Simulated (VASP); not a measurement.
# Pr4Hg (Fd-3m) in VASP: a series of runs

Runs on Pr4Hg. Level: PBE. Tasks: single point.

Program: VASP 6.6.1. These are calculated values, not measurements. Logs are shortened: lines on timing, memory, paths and dates and some standing lists are left out, and cuts for length are marked.

## (1) The cell of the first run

The structure is cubic, space group Fd-3m (No. 227). Conventional cell: a = 11.617 Å, b = 11.617 Å, c = 11.617 Å, α = 90.00°, β = 90.00°, γ = 90.00°. Pr (site symmetry 3m) has 1 Hg at 2.89 Å and 3 Pr at 3.49 Å within 3.8 Å. Within 3.8 Å of Hg (site symmetry -43m) lie 4 Pr at 2.89 Å.

The cell was built from a structure type or drawn by symmetry, and may not be a known phase.

## (2) Single point, PBE

The input, INCAR:

```
SYSTEM = Pr4Hg
PREC = Accurate ; ENCUT = 500
EDIFF = 1E-6 ; ISMEAR = 0
SIGMA = 0.2 ; LREAL = .FALSE.
LASPH = .TRUE. ; NELM = 200
ALGO = Normal ; ISIF = 2
LWAVE = .FALSE. ; LCHARG = .TRUE.
GGA = PE ; LELF = .TRUE.
LVHAR = .TRUE. ; NBANDS = 67
GGA_COMPAT = .FALSE. ; LMAXMIX = 6
```

The input, KPOINTS:

```
Automatic mesh
0
G
  3 3 3
  0 0 0
```

The input, POSCAR:

```
Pr4Hg
1.0
    0.0000000000      5.8087102193      5.8087102193
    5.8087102193      0.0000000000      5.8087102193
    5.8087102193      5.8087102193      0.0000000000
Pr Hg
8 2
Direct
    0.3562545780      0.3562545780      0.3562545780
    0.3562545780      0.3562545780      0.9312362660
    0.3562545780      0.9312362660      0.3562545780
    0.9312362660      0.3562545780      0.3562545780
    0.8937454220      0.8937454220      0.3187637340
    0.8937454220      0.8937454220      0.8937454220
    0.8937454220      0.3187637340      0.8937454220
    0.3187637340      0.8937454220      0.8937454220
    0.5000000000      0.5000000000      0.5000000000
    0.7500000000      0.7500000000      0.7500000000
```

Potentials or basis: VASP PAW PBE potentials, release 64 (Pr_3, Hg), 4f in core.

On the command line:

```bash
cat potpaw_PBE.64/Pr_3/POTCAR potpaw_PBE.64/Hg/POTCAR > POTCAR
mpirun -np 1 vasp_std > vasp.out
```

OUTCAR:

```text
SYSTEM = Pr4Hg
   PREC = Accurate
   ENCUT = 500
   EDIFF = 1E-6
   ISMEAR = 0
   LREAL = .FALSE.
   LASPH = .TRUE.
   NELM = 200
   ISIF = 2
   GGA = PE

 ion  position               nearest neighbor table
   1  0.356  0.356  0.356-   9 2.89   3 3.49   4 3.49   2 3.49
   2  0.356  0.356  0.931-   9 2.89   3 3.49   4 3.49   1 3.49
   3  0.356  0.931  0.356-   9 2.89   2 3.49   4 3.49   1 3.49
   4  0.931  0.356  0.356-   9 2.89   2 3.49   3 3.49   1 3.49
   5  0.894  0.894  0.319-  10 2.89   7 3.49   8 3.49   6 3.49
   6  0.894  0.894  0.894-  10 2.89   7 3.49   8 3.49   5 3.49
   7  0.894  0.319  0.894-  10 2.89   6 3.49   8 3.49   5 3.49
   8  0.319  0.894  0.894-  10 2.89   6 3.49   7 3.49   5 3.49
   9  0.500  0.500  0.500-   3 2.89   4 2.89   2 2.89   1 2.89
  10  0.750  0.750  0.750-   7 2.89   8 2.89   5 2.89   6 2.89

  LATTYP: Found a face centered cubic cell.
 ALAT       =    11.6174204386

  Lattice vectors:

 A1 = (   0.0000000000,   5.8087102193,   5.8087102193)
 A2 = (   5.8087102193,   0.0000000000,   5.8087102193)
 A3 = (   5.8087102193,   5.8087102193,   0.0000000000)

Analysis of symmetry for initial positions (statically):
=====================================================================
 Subroutine PRICEL returns:
 Original cell was already a primitive cell.

 Routine SETGRP: Setting up the symmetry group for a
 face centered cubic supercell.

 Subroutine GETGRP returns: Found 48 space group operations
 (whereof 24 operations were pure point group operations)
 out of a pool of 48 trial point group operations.

The static configuration has the point symmetry T_d .
 The point group associated with its full space group is O_h .

Analysis of symmetry for dynamics (positions and initial velocities):
=====================================================================
 Subroutine PRICEL returns:
 Original cell was already a primitive cell.

 Routine SETGRP: Setting up the symmetry group for a
 face centered cubic supercell.

 Subroutine GETGRP returns: Found 48 space group operations
 (whereof 24 operations were pure point group operations)
 out of a pool of 48 trial point group operations.

The dynamic configuration has the point symmetry T_d .
 The point group associated with its full space group is O_h .

 Subroutine INISYM returns: Found 48 space group operations
 (whereof 24 operations are pure point group operations),
 and found     1 'primitive' translations

----------------------------------------------------------------------------------------

                                     Primitive cell

  volume of cell :     391.9847

  direct lattice vectors                    reciprocal lattice vectors
     0.000000000  5.808710219  5.808710219    -0.086077628  0.086077628  0.086077628
     5.808710219  0.000000000  5.808710219     0.086077628 -0.086077628  0.086077628
     5.808710219  5.808710219  0.000000000     0.086077628  0.086077628 -0.086077628

  length of vectors
     8.214756772  8.214756772  8.214756772     0.149090826  0.149090826  0.149090826

  position of ions in fractional coordinates (direct lattice)
     0.356254578  0.356254578  0.356254578
     0.356254578  0.356254578  0.931236266
     0.356254578  0.931236266  0.356254578
     0.931236266  0.356254578  0.356254578
     0.893745422  0.893745422  0.318763734
     0.893745422  0.893745422  0.893745422
     0.893745422  0.318763734  0.893745422
     0.318763734  0.893745422  0.893745422
     0.500000000  0.500000000  0.500000000
     0.750000000  0.750000000  0.750000000

  ion indices of the primitive-cell ions
   primitive index   ion index
                 1           1
                 2           2
                 3           3
                 4           4
                 5           5
                 6           6
                 7           7
                 8           8
                 9           9
                10          10

----------------------------------------------------------------------------------------

 KPOINTS: Automatic mesh

Automatic generation of k-mesh.
 Grid dimensions read from file:
 generate k-points for:    3    3    3

 Generating k-lattice:

  Cartesian coordinates                     Fractional coordinates (reciprocal lattice)
    -0.028692543  0.028692543  0.028692543     0.333333333  0.000000000  0.000000000
     0.028692543 -0.028692543  0.028692543     0.000000000  0.333333333  0.000000000
     0.028692543  0.028692543 -0.028692543     0.000000000  0.000000000  0.333333333

  Length of vectors
     0.049696942  0.049696942  0.049696942

  Shift w.r.t. Gamma in fractional coordinates (k-lattice)
     0.000000000  0.000000000  0.000000000

 Subroutine IBZKPT returns following result:
 ===========================================

 Found      4 irreducible k-points:

 Following reciprocal coordinates:
            Coordinates               Weight
  0.000000  0.000000  0.000000      1.000000
  0.333333  0.000000  0.000000      8.000000
  0.333333  0.333333  0.000000      6.000000
 -0.333333  0.333333  0.000000     12.000000
   k-points           NKPTS =      4   k-points in BZ     NKDIM =      4   number of bands    NBANDS=     67
   number of dos      NEDOS =    301   number of ions     NIONS =     10
   total plane-waves  NPLWV = 216000
   dimension x,y,z NGX =    60 NGY =   60 NGZ =   60
   dimension x,y,z NGXF=   120 NGYF=  120 NGZF=  120
   ions per type =               8   2
   NGX,Y,Z   is equivalent  to a cutoff of  12.14, 12.14, 12.14 a.u.
   NGXF,Y,Z  is equivalent  to a cutoff of  24.28, 24.28, 24.28 a.u.
 SYSTEM =  Pr4Hg
   PREC   = accura    normal or accurate (medium, high low for compatibility)
   ISTART =      0    job   : 0-new  1-cont  2-samecut
   ICHARG =      2    charge: 1-file 2-atom 10-const
   ISPIN  =      1    spin polarized calculation?
   LNONCOLLINEAR =      F non collinear calculations
   LSORBIT =      F    spin-orbit coupling
   LASPH  =      T    aspherical Exc in radial PAW
   ENCUT  =  500.0 eV  36.75 Ry    6.06 a.u.  14.98 14.98 14.98*2*pi/ulx,y,z
   NELM   =    200;   NELMIN=  2; NELMDL= -5     # of ELM steps
   EDIFF  = 0.1E-05   stopping-criterion for ELM
   LREAL  =      F    real-space projection
   EDIFFG = 0.1E-04   stopping-criterion for IOM
   NSW    =      0    number of steps for IOM
   IBRION =     -1    ionic relax: 0-MD 1-quasi-New 2-CG
   NFREE  =      0    steps in history (QN), initial steepest desc. (CG)
   ISIF   =      2    stress and relaxation
   ISYM   =      2    0-nonsym 1-usesym 2-fastsym
   POTIM  = 0.5000    time-step for ionic-motion
   TEBEG  =    0.0;   TEEND  =   0.0 temperature during run
   PSTRESS=    0.0 pullay stress
   NELECT =     112.0000    total number of electrons
   NUPDOWN=      -1.0000    fix difference up-down
   EMIN   =  10.00;   EMAX   =-10.00  energy-range for DOS
   EFERMI =   0.00;   METHOD = LEGACY
   ISMEAR =     0;   SIGMA  =   0.20  broadening in eV -4-tet -1-fermi 0-gaus
   EFERMI_NEDOS =   21; number of points for ismear=-14 and -15
   IALGO  =     38    algorithm
   IMIX   =      4    mixing-type and parameters
     AMIX     =   0.40;   BMIX     =  1.00
     AMIX_MAG =   1.60;   BMIX_MAG =  1.00
  volume/ion in A,a.u.               =      39.20       264.52
  Fermi-wavevector in a.u.,A,eV,Ry     =   1.078262  2.037620 15.818811  1.162650
  Thomas-Fermi vector in A             =   2.214196
   LORBIT       =      0    0 simple, 1 ext, 2 COOP (PROOUT), +10 PAW based schemes
   GGA     = PE    functional components
   LHFCALC =     F    Hartree Fock is set to
   AEXX    =    0.0000 exact exchange contribution
   IVDW    =     0    specifies the selected vdW correction
   LEPSILON=     F    determine dielectric tensor
   LRPA    =     F    only Hartree local field effects (RPA)
 non-spin polarized calculation
 Gauss-broadening in eV      SIGMA  =   0.20
  energy-cutoff  :      500.00
  volume of cell :      391.98
 maximum number of plane-waves:     10001
   NGX = 29   NGY = 29   NGZ = 29

 number of electron     111.9999996 magnetization

 Free energy of the ion-electron system (eV)
  ---------------------------------------------------
  ext. energy  EPLUGINS =         0.00000000
  ---------------------------------------------------
  free energy    TOTEN  =       -35.48639183 eV

  energy without entropy =      -35.10841688  energy(sigma->0) =      -35.29740436

 E-fermi :   2.6022     XC(G=0):  -9.0428

 val. band max:        2.5647994822   @ k =  -0.3333   0.3333   0.0000
 cond. band min:       2.6210120456   @ k =   0.3333   0.3333   0.0000
 fundamental gap:      0.0562125634
 Fermi energy:         2.6021586341

 k-point     1 :       0.0000    0.0000    0.0000
  band No.  band energies     occupation
      1     -34.1177      2.00000
      2     -34.0847      2.00000
      3     -34.0150      2.00000
      4     -34.0150      2.00000
      5     -34.0150      2.00000
      6     -34.0043      2.00000
[... 59 lines left out ...]
     66       4.0582      0.00000
     67       4.3945      0.00000

 k-point     2 :       0.3333    0.0000    0.0000
  band No.  band energies     occupation
      1     -34.1111      2.00000
      2     -34.0893      2.00000
      3     -34.0182      2.00000
      4     -34.0123      2.00000
      5     -34.0123      2.00000
      6     -34.0069      2.00000
[... 59 lines left out ...]
     66       4.0026      0.00000
     67       4.0178      0.00000

 k-point     3 :       0.3333    0.3333    0.0000
  band No.  band energies     occupation
      1     -34.1081      2.00000
      2     -34.0915      2.00000
      3     -34.0151      2.00000
      4     -34.0151      2.00000
      5     -34.0138      2.00000
      6     -34.0086      2.00000
[... 59 lines left out ...]
     66       3.8239      0.00000
     67       3.9210      0.00000

 k-point     4 :      -0.3333    0.3333    0.0000
  band No.  band energies     occupation
      1     -34.1035      2.00000
      2     -34.0953      2.00000
      3     -34.0183      2.00000
      4     -34.0126      2.00000
      5     -34.0124      2.00000
      6     -34.0071      2.00000
[... 59 lines left out ...]
     66       3.7110      0.00000
     67       3.8163      0.00000

------------------------ aborting loop because EDIFF is reached ----------------------------------------

  FORCE on cell =-STRESS in cart. coord.  units (eV):
  Direction    XX          YY          ZZ          XY          YZ          ZX
  --------------------------------------------------------------------------------------
  -------------------------------------------------------------------------------------
  Total        2.0684163      2.0684163      2.0684163      0.0000000      0.0000000     -0.0000000
  in kB        8.4543342      8.4543342      8.4543342      0.0000000      0.0000000     -0.0000000
  external PRESSURE =       8.4543342 kB  Pullay stress =       0.0000000 kB

 VOLUME and BASIS-vectors are now :
 -----------------------------------------------------------------------------
  energy-cutoff  :      500.00
  volume of cell :      391.98
      direct lattice vectors                 reciprocal lattice vectors
     0.000000000  5.808710219  5.808710219    -0.086077628  0.086077628  0.086077628
     5.808710219  0.000000000  5.808710219     0.086077628 -0.086077628  0.086077628
     5.808710219  5.808710219  0.000000000     0.086077628  0.086077628 -0.086077628

 POSITION                                       TOTAL-FORCE (eV/Angst)
 -----------------------------------------------------------------------------------
      4.13876      4.13876      4.13876        -0.085122     -0.085122     -0.085122
      7.47866      7.47866      4.13876         0.085122      0.085122     -0.085122
      7.47866      4.13876      7.47866         0.085122     -0.085122      0.085122
      4.13876      7.47866      7.47866        -0.085122      0.085122      0.085122
      7.04311      7.04311     10.38302        -0.085122     -0.085122      0.085122
     10.38302     10.38302     10.38302         0.085122      0.085122      0.085122
      7.04311     10.38302      7.04311        -0.085122      0.085122     -0.085122
     10.38302      7.04311      7.04311         0.085122     -0.085122     -0.085122
      5.80871      5.80871      5.80871        -0.000000     -0.000000     -0.000000
      8.71307      8.71307      8.71307        -0.000000     -0.000000     -0.000000
 -----------------------------------------------------------------------------------
    total drift:                               -0.000000      0.000000     -0.000000

  FREE ENERGIE OF THE ION-ELECTRON SYSTEM (eV)
  ---------------------------------------------------
  free  energy   TOTEN  =       -35.4863918299 eV

  energy  without entropy=      -35.1084168833  energy(sigma->0) =      -35.29740436
```

Wall time 2.4 min (1 thread of Intel Xeon 6975P-C (Granite Rapids), shared host); peak memory 0.49 GiB.

What came out:

- Free energy: -35.4864 eV
- Pressure: 0.8 GPa
- Largest force: 0.147 eV/Å
- Band gap on the k mesh: zero (bands 56 and 57 overlap by 0.27 eV)

Forces in eV/Å, atoms in the order of the input:
```
Pr  -0.085 -0.085 -0.085
Pr   0.085  0.085 -0.085
Pr   0.085 -0.085  0.085
Pr  -0.085  0.085  0.085
Pr  -0.085 -0.085  0.085
Pr   0.085  0.085  0.085
Pr  -0.085  0.085 -0.085
Pr   0.085 -0.085 -0.085
Hg   0.000  0.000  0.000
Hg   0.000  0.000  0.000
```

Levels at points of the mesh, in eV from the Fermi level:
```
           k point  band 51  band 52  band 53  band 54  band 55  band 56  band 57  band 58  band 59  band 60
(0.00, 0.00, 0.00)    -1.54    -0.51    -0.51     0.12     0.12     0.12     0.26     0.46     0.46     0.46
```

Caveat: spin-orbit coupling is left out, which moves the levels of the heavy elements; the 4f electrons are frozen in the core, so they carry no moment and show no levels. Spin polarisation is off, so any magnetic state and its effect on volume and gap are missing.

(Part 1 of 2 ends here.)
